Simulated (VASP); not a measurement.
# Na2B3 (P4/mmm) in VASP: further runs

Runs on Na2B3. Level: PBE. Tasks: single point, relaxation of cell and atoms.

Everything below comes from runs of VASP 6.6.1. Logs are shortened: lines on timing, memory, paths and dates and some standing lists are left out, and cuts for length are marked.

## 1. The cell of the first run

The structure is tetragonal, space group P4/mmm (No. 123). The conventional cell has a = 3.521 Å, b = 3.521 Å, c = 3.330 Å, α = 90.00°, β = 90.00°, γ = 90.00°. Within 1.5 Å of Na (site symmetry 4/mmm) lie 2 B at 1.15 Å. Within 2.2 Å of Na (site symmetry 4/mmm) lie 2 B at 1.66 Å. Within 1.4 Å of B (site symmetry 4mm) lie 1 B at 1.03 Å and 1 Na at 1.15 Å. B (site symmetry 4/mmm) has 2 Na at 1.66 Å within 2.2 Å.

The cell was built from a structure type or drawn by symmetry, and may not be a known phase.

## 2. Single point, PBE

Contents of INCAR:

```
  ALGO = Normal
  EDIFF = 1E-6
  ENCUT = 520
  GGA = PE
  ISIF = 2
  ISMEAR = 0
  LASPH = True
  LCHARG = False
  LREAL = False
  LWAVE = False
  NBANDS = 20
  NELM = 80
  PREC = Accurate
  SIGMA = 0.1
```

Contents of KPOINTS:

```
k-points
0
Gamma
  6 6 6
```

Contents of POSCAR:

```
Na2B3
1.0
    3.5209081000      0.0000000000      0.0000000000
    0.0000000000      3.5209081000      0.0000000000
    0.0000000000      0.0000000000      3.3295503100
Na B
2 3
Direct
    0.0000000000      0.0000000000      0.5000000000
    0.5000000000      0.5000000000      0.0000000000
    0.0000000000      0.0000000000      0.1540055500
    0.0000000000      0.0000000000      0.8459944500
    0.5000000000      0.5000000000      0.5000000000
```

Potentials or basis: VASP PAW PBE potentials, release 64 (Na_pv, B).

Launch:

```
> cat potpaw_PBE.64/Na_pv/POTCAR potpaw_PBE.64/B/POTCAR > POTCAR
> mpirun -np 1 vasp_std > vasp.out
```

OUTCAR:

```text
EDIFF = 1E-6
   ENCUT = 520
   GGA = PE
   ISIF = 2
   ISMEAR = 0
   LASPH = True
   LREAL = False
   NELM = 80
   PREC = Accurate

 ion  position               nearest neighbor table
   1  0.000  0.000  0.500-   3 1.15   4 1.15   3 2.18   4 2.18
   2  0.500  0.500  0.000-   5 1.66   5 1.66
   3  0.000  0.000  0.154-   4 1.03   1 1.15   1 2.18
   4  0.000  0.000  0.846-   3 1.03   1 1.15   1 2.18
   5  0.500  0.500  0.500-   2 1.66   2 1.66

 -----------------------------------------------------------------------------
|                                                                             |
|           W    W    AA    RRRRR   N    N  II  N    N   GGGG   !!!           |
|           W    W   A  A   R    R  NN   N  II  NN   N  G    G  !!!           |
|           W    W  A    A  R    R  N N  N  II  N N  N  G       !!!           |
|           W WW W  AAAAAA  RRRRR   N  N N  II  N  N N  G  GGG   !            |
|           WW  WW  A    A  R   R   N   NN  II  N   NN  G    G                |
|           W    W  A    A  R    R  N    N  II  N    N   GGGG   !!!           |
|                                                                             |
|     The distance between some ions is very small. Please check the          |
|     nearest-neighbor list in the OUTCAR file.                               |
|     I HOPE YOU KNOW WHAT YOU ARE DOING!                                     |
|                                                                             |
 -----------------------------------------------------------------------------

  LATTYP: Found a simple tetragonal cell.
 ALAT       =     3.5209081000
 C/A-ratio  =     0.9456510126

  Lattice vectors:

 A1 = (   3.5209081000,   0.0000000000,   0.0000000000)
 A2 = (   0.0000000000,   3.5209081000,   0.0000000000)
 A3 = (   0.0000000000,   0.0000000000,   3.3295503100)

Analysis of symmetry for initial positions (statically):
=====================================================================
 Subroutine PRICEL returns:
 Original cell was already a primitive cell.

 Routine SETGRP: Setting up the symmetry group for a
 simple tetragonal supercell.

 Subroutine GETGRP returns: Found 16 space group operations
 (whereof 16 operations were pure point group operations)
 out of a pool of 16 trial point group operations.

The static configuration has the point symmetry D_4h.

Analysis of symmetry for dynamics (positions and initial velocities):
=====================================================================
 Subroutine PRICEL returns:
 Original cell was already a primitive cell.

 Routine SETGRP: Setting up the symmetry group for a
 simple tetragonal supercell.

 Subroutine GETGRP returns: Found 16 space group operations
 (whereof 16 operations were pure point group operations)
 out of a pool of 16 trial point group operations.

The dynamic configuration has the point symmetry D_4h.

 Subroutine INISYM returns: Found 16 space group operations
 (whereof 16 operations are pure point group operations),
 and found     1 'primitive' translations

----------------------------------------------------------------------------------------

                                     Primitive cell

  volume of cell :      41.2757

  direct lattice vectors                    reciprocal lattice vectors
     3.520908100  0.000000000  0.000000000     0.284017637  0.000000000  0.000000000
     0.000000000  3.520908100  0.000000000     0.000000000  0.284017637  0.000000000
     0.000000000  0.000000000  3.329550310     0.000000000  0.000000000  0.300340859

  length of vectors
     3.520908100  3.520908100  3.329550310     0.284017637  0.284017637  0.300340859

  position of ions in fractional coordinates (direct lattice)
     0.000000000  0.000000000  0.500000000
     0.500000000  0.500000000  0.000000000
     0.000000000  0.000000000  0.154005550
     0.000000000  0.000000000  0.845994450
     0.500000000  0.500000000  0.500000000

  ion indices of the primitive-cell ions
   primitive index   ion index
                 1           1
                 2           2
                 3           3
                 4           4
                 5           5

----------------------------------------------------------------------------------------

 KPOINTS: k-points

Automatic generation of k-mesh.
 Grid dimensions read from file:
 generate k-points for:    6    6    6

 Generating k-lattice:

  Cartesian coordinates                     Fractional coordinates (reciprocal lattice)
     0.047336273  0.000000000  0.000000000     0.166666667  0.000000000  0.000000000
     0.000000000  0.047336273  0.000000000     0.000000000  0.166666667  0.000000000
     0.000000000  0.000000000  0.050056810     0.000000000  0.000000000  0.166666667

  Length of vectors
     0.047336273  0.047336273  0.050056810

  Shift w.r.t. Gamma in fractional coordinates (k-lattice)
     0.000000000  0.000000000  0.000000000

 Subroutine IBZKPT returns following result:
 ===========================================

 Found     40 irreducible k-points:

 Following reciprocal coordinates:
            Coordinates               Weight
  0.000000  0.000000  0.000000      1.000000
  0.166667  0.000000  0.000000      4.000000
  0.333333  0.000000  0.000000      4.000000
  0.500000  0.000000  0.000000      2.000000
  0.166667  0.166667  0.000000      4.000000
  0.333333  0.166667  0.000000      8.000000
[... 16 lines left out ...]
  0.333333  0.000000  0.333333      8.000000
  0.500000  0.000000  0.333333      4.000000
 [... further k-points ...]
   k-points           NKPTS =     40   k-points in BZ     NKDIM =     40   number of bands    NBANDS=     20
   number of dos      NEDOS =    301   number of ions     NIONS =      5
   total plane-waves  NPLWV =  21952
   dimension x,y,z NGX =    28 NGY =   28 NGZ =   28
   dimension x,y,z NGXF=    56 NGYF=   56 NGZF=   56
   ions per type =               2   3
   NGX,Y,Z   is equivalent  to a cutoff of  13.22, 13.22, 13.98 a.u.
   NGXF,Y,Z  is equivalent  to a cutoff of  26.44, 26.44, 27.96 a.u.
 SYSTEM =  unknown system
   PREC   = accura    normal or accurate (medium, high low for compatibility)
   ISTART =      0    job   : 0-new  1-cont  2-samecut
   ICHARG =      2    charge: 1-file 2-atom 10-const
   ISPIN  =      1    spin polarized calculation?
   LNONCOLLINEAR =      F non collinear calculations
   LSORBIT =      F    spin-orbit coupling
   LASPH  =      T    aspherical Exc in radial PAW
   ENCUT  =  520.0 eV  38.22 Ry    6.18 a.u.   6.55  6.55  6.19*2*pi/ulx,y,z
   NELM   =     80;   NELMIN=  2; NELMDL= -5     # of ELM steps
   EDIFF  = 0.1E-05   stopping-criterion for ELM
   LREAL  =      F    real-space projection
   EDIFFG = 0.1E-04   stopping-criterion for IOM
   NSW    =      0    number of steps for IOM
   IBRION =     -1    ionic relax: 0-MD 1-quasi-New 2-CG
   NFREE  =      0    steps in history (QN), initial steepest desc. (CG)
   ISIF   =      2    stress and relaxation
   ISYM   =      2    0-nonsym 1-usesym 2-fastsym
   POTIM  = 0.5000    time-step for ionic-motion
   TEBEG  =    0.0;   TEEND  =   0.0 temperature during run
   PSTRESS=    0.0 pullay stress
   NELECT =      23.0000    total number of electrons
   NUPDOWN=      -1.0000    fix difference up-down
   EMIN   =  10.00;   EMAX   =-10.00  energy-range for DOS
   EFERMI =   0.00;   METHOD = LEGACY
   ISMEAR =     0;   SIGMA  =   0.10  broadening in eV -4-tet -1-fermi 0-gaus
   EFERMI_NEDOS =   21; number of points for ismear=-14 and -15
   IALGO  =     38    algorithm
   IMIX   =      4    mixing-type and parameters
     AMIX     =   0.40;   BMIX     =  1.00
     AMIX_MAG =   1.60;   BMIX_MAG =  1.00
  volume/ion in A,a.u.               =       8.26        55.71
  Fermi-wavevector in a.u.,A,eV,Ry     =   1.347160  2.545763 24.692392  1.814840
  Thomas-Fermi vector in A             =   2.474933
   LORBIT       =      0    0 simple, 1 ext, 2 COOP (PROOUT), +10 PAW based schemes
   GGA     = PE    functional components
   LHFCALC =     F    Hartree Fock is set to
   AEXX    =    0.0000 exact exchange contribution
   IVDW    =     0    specifies the selected vdW correction
   LEPSILON=     F    determine dielectric tensor
   LRPA    =     F    only Hartree local field effects (RPA)
 non-spin polarized calculation
 Gauss-broadening in eV      SIGMA  =   0.10
  energy-cutoff  :      520.00
  volume of cell :       41.28
 maximum number of plane-waves:      1140
 NGX is ok and might be reduce to    28
   NGX = 13   NGY = 13   NGZ = 13

 number of electron      22.9999978 magnetization

 Free energy of the ion-electron system (eV)
  ---------------------------------------------------
  ext. energy  EPLUGINS =         0.00000000
  ---------------------------------------------------
  free energy    TOTEN  =        22.19480764 eV

  energy without entropy =       22.20321020  energy(sigma->0) =       22.19900892

 E-fermi :   6.7845     XC(G=0): -11.3424

 val. band max:        6.7611999829   @ k =   0.3333   0.1667   0.1667
 cond. band min:       6.8079406437   @ k =   0.0000   0.0000   0.3333
 fundamental gap:      0.0467406609
 Fermi energy:         6.7844794388

 k-point     1 :       0.0000    0.0000    0.0000
  band No.  band energies     occupation
      1     -31.7033      2.00000
      2     -26.5442      2.00000
      3     -26.5442      2.00000
      4     -19.8292      2.00000
      5     -18.6067      2.00000
      6     -18.6067      2.00000
[... 12 lines left out ...]
     19      16.9404      0.00000
     20      17.8981      0.00000

 k-point     2 :       0.1667    0.0000    0.0000
  band No.  band energies     occupation
      1     -31.7029      2.00000
      2     -26.5504      2.00000
      3     -26.5433      2.00000
      4     -19.8284      2.00000
      5     -18.6210      2.00000
      6     -18.6051      2.00000
[... 12 lines left out ...]
     19      17.6160      0.00000
     20      18.2525      0.00000
[... 465 lines left out ...]
      3     -26.5254      2.00000
      4     -19.8290      2.00000
      5     -18.6309      2.00000
      6     -18.5878      2.00000
[... 12 lines left out ...]
     19      18.0746      0.00000
     20      18.4911      0.00000

 k-point    24 :       0.5000    0.0000    0.3333
  band No.  band energies     occupation
      1     -31.7282      2.00000
      2     -26.5525      2.00000
      3     -26.5246      2.00000
      4     -19.8263      2.00000
      5     -18.6432      2.00000
      6     -18.5858      2.00000
[... 12 lines left out ...]
     19      17.6076      0.00000
     20      18.6915      0.00000

 [... further k-points ...]

------------------------ aborting loop because EDIFF is reached ----------------------------------------

  FORCE on cell =-STRESS in cart. coord.  units (eV):
  Direction    XX          YY          ZZ          XY          YZ          ZX
  --------------------------------------------------------------------------------------
  -------------------------------------------------------------------------------------
  Total        2.8234301      2.8234301    141.1164807      0.0000000      0.0000000      0.0000000
  in kB      109.5954851    109.5954851   5477.6383919      0.0000000      0.0000000      0.0000000
  external PRESSURE =    1898.9431207 kB  Pullay stress =       0.0000000 kB

 VOLUME and BASIS-vectors are now :
 -----------------------------------------------------------------------------
  energy-cutoff  :      520.00
  volume of cell :       41.28
      direct lattice vectors                 reciprocal lattice vectors
     3.520908100  0.000000000  0.000000000     0.284017637  0.000000000  0.000000000
     0.000000000  3.520908100  0.000000000     0.000000000  0.284017637  0.000000000
     0.000000000  0.000000000  3.329550310     0.000000000  0.000000000  0.300340859

 POSITION                                       TOTAL-FORCE (eV/Angst)
 -----------------------------------------------------------------------------------
      0.00000      0.00000      1.66478         0.000000     -0.000000     -0.000000
      1.76045      1.76045      0.00000         0.000000     -0.000000     -0.000000
      0.00000      0.00000      0.51277        -0.000000     -0.000000     15.948023
      0.00000      0.00000      2.81678         0.000000      0.000000    -15.948023
      1.76045      1.76045      1.66478         0.000000     -0.000000     -0.000000
 -----------------------------------------------------------------------------------
    total drift:                                0.000000      0.000000      0.000000

  FREE ENERGIE OF THE ION-ELECTRON SYSTEM (eV)
  ---------------------------------------------------
  free  energy   TOTEN  =        22.1948076404 eV

  energy  without entropy=       22.2032102039  energy(sigma->0) =       22.19900892
```

Wall time 32 s (1 thread of Intel Xeon 8259CL, shared host); peak memory 0.16 GiB.

What came out:

| Quantity | Value |
| --- | --- |
| Free energy | 22.1948 eV |
| Pressure | 189.9 GPa |
| Largest force | 15.948 eV/Å |
| Band gap on the k mesh | zero (an odd number of electrons rules out a gap without spin polarisation) |

Forces on the atoms (eV/Å):
```
Na    0.000   0.000   0.000
Na    0.000   0.000   0.000
B     0.000   0.000  15.948
B     0.000   0.000 -15.948
B     0.000   0.000   0.000
```

Stress tensor (GPa, compression positive):
```
 10.96   0.00   0.00
  0.00  10.96   0.00
  0.00   0.00 547.76
```

Levels at points of the mesh, in eV from the Fermi level:
```tsv
k point	band 9	band 10	band 11	band 12	band 13	band 14
(0.00, 0.00, 0.00)	-4.25	-4.25	1.01	2.00	2.00	2.75
(0.50, 0.00, 0.00)	-3.79	-2.66	-2.23	0.27	1.44	3.86
(0.50, 0.50, 0.00)	-6.47	-5.91	1.35	1.35	1.70	3.23
(0.00, 0.00, 0.50)	-4.43	-4.43	-0.37	-0.37	0.06	3.07
(0.50, 0.00, 0.50)	-5.63	-4.55	-4.40	0.29	2.00	4.46
(0.50, 0.50, 0.50)	-5.76	-4.27	-3.17	-3.17	0.04	0.34
```

Caveat: atoms lie so close that the PAW spheres overlap strongly, which falsifies energies and pressures; the cell stands under pressure; forces of over 1 eV/Å act on the atoms, so gaps and moduli don't describe the material at rest.

## 3. Single point, PBE

This run uses another cell than the first one, of 18.71 Å³/atom.

Contents of INCAR:

```
SYSTEM = Na2B3
PREC     = Accurate       ! precision mode
ENCUT    = 520            ! plane-wave cutoff, eV
EDIFF    = 1E-7           ! SCF threshold, eV
ISMEAR   = 0              ! smearing method
SIGMA    = 0.1            ! smearing width, eV
LREAL    = .False.        ! projectors in reciprocal space
LASPH    = .True.         ! aspherical terms in the spheres
NELM     = 60             ! most SCF steps
ALGO     = Normal         ! electronic algorithm
ISIF     = 2              ! what is computed and relaxed
LWAVE    = .False.        ! write WAVECAR
LCHARG   = .False.        ! write CHGCAR
GGA      = PE             ! functional
NBANDS   = 20             ! bands
```

Contents of KPOINTS:

```
regular mesh
0
Gamma
  6 6 6
  0 0 0
```

Contents of POSCAR:

```
Na2B3
1.0
    3.7743204485      0.0000000000      0.0000000000
    0.0000000000      3.7743204485      0.0000000000
    0.0000000000      0.0000000000      6.5656160608
Na B
2 3
Direct
    0.0000000000      0.0000000000      0.5000000000
    0.5000000000      0.5000000000      0.0000000000
    0.0000000000      0.0000000000      0.1204864120
    0.0000000000      0.0000000000      0.8795135880
    0.5000000000      0.5000000000      0.5000000000
```

Potentials or basis: VASP PAW PBE potentials, release 64 (Na_pv, B).

Launch:

```
> cat potpaw_PBE.64/Na_pv/POTCAR potpaw_PBE.64/B/POTCAR > POTCAR
> mpirun -np 1 vasp_std > vasp.out
```

Run time: 70 s. Hardware: 1 thread of Intel Xeon 8259CL, shared host; peak memory 0.21 GiB.

Results (log left out):

```
Free energy            : -13.4507 eV
Pressure               : 0.0 GPa
Largest force          : 0.010 eV/Å
Band gap on the k mesh : zero (an odd number of electrons rules out a gap without spin polarisation)
```

Forces on the atoms (eV/Å):
```
Na   0.000  0.000  0.000
Na   0.000  0.000  0.000
B    0.000  0.000  0.010
B    0.000  0.000 -0.010
B    0.000  0.000  0.000
```

Stress tensor (GPa, compression positive):
```
0.02 0.00 0.00
0.00 0.02 0.00
0.00 0.00 0.11
```

Levels at points of the mesh, in eV from the Fermi level:
| k point | band 8 | band 9 | band 10 | band 11 | band 12 | band 13 | band 14 | band 15 |
| --- | --- | --- | --- | --- | --- | --- | --- | --- |
| (0.00, 0.00, 0.00) | -6.14 | -3.37 | -0.09 | 0.33 | 0.33 | 1.42 | 1.67 | 1.67 |
| (0.50, 0.00, 0.00) | -5.50 | -2.28 | -1.95 | -1.82 | -0.23 | 0.67 | 1.25 | 1.58 |
| (0.50, 0.50, 0.00) | -4.84 | -1.79 | -1.79 | -1.56 | 0.04 | 0.04 | 0.04 | 0.90 |
| (0.00, 0.00, 0.50) | -6.51 | -2.24 | -1.55 | 0.49 | 0.49 | 1.35 | 1.35 | 2.10 |
| (0.50, 0.00, 0.50) | -5.43 | -3.12 | -2.41 | -0.09 | 0.11 | 0.67 | 1.12 | 1.58 |
| (0.50, 0.50, 0.50) | -4.82 | -1.85 | -1.44 | -1.44 | -0.75 | -0.75 | 0.48 | 0.73 |

[end of part 1 of 2]
